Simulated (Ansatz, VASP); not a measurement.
# GaSb2 in VASP and in Ansatz

```xyz
6
Lattice="3.1503 0.0115 -0.0040 0.0228 6.2864 -0.0045 -0.0108 -0.0058 8.0755" Properties=species:S:1:pos:R:3 pbc="T T T"
Ga    3.2611    0.2087    8.0676
Ga    3.0457    3.3353    8.0614
Sb    1.5914    1.4792    2.5109
Sb    1.5647    4.6196    2.5013
Sb    1.5846    1.4723    5.5723
Sb    1.5674    4.6236    5.5611
```

Change from the starting cell: cell x2, atoms moved at random (sigma 0.05 Å) and cell strained at random (1.5 %), then relaxed without symmetry.

Alike in both runs: functional PBE; k mesh 8 × 4 × 4; occupations gaussian, width 0.2 eV; no spin polarisation.

Ansatz relaxed the structure, and its values are those at the end. VASP's run is a single point on that final structure, the one shown.

```csv
,VASP,Ansatz
version,VASP 6.6.1,Ansatz 0.2.0
potentials or method,"VASP PAW PBE potentials, release 64 (Ga_d, Sb), cutoff 520 eV","scalar-relativistic, plane waves, PAW"
valence electrons in the cell,46,86
```

```csv
,VASP,Ansatz,Ansatz less VASP
gap on the k mesh at the Fermi level (eV),none,none,-
pressure (GPa),-0.1,-0.1,+0.01
rms of the force components (eV/Å),0.011,0.010,-0.0004
```

A gap of «none» marks a metal or a gap that the smearing closes. The functional is the same, so the differences come from potentials, cutoffs and numerics. VASP's potentials hold 46 valence electrons a cell and Ansatz's 86, so a difference there can come from the potentials and not from the codes.

Neither program's run includes spin-orbit coupling.
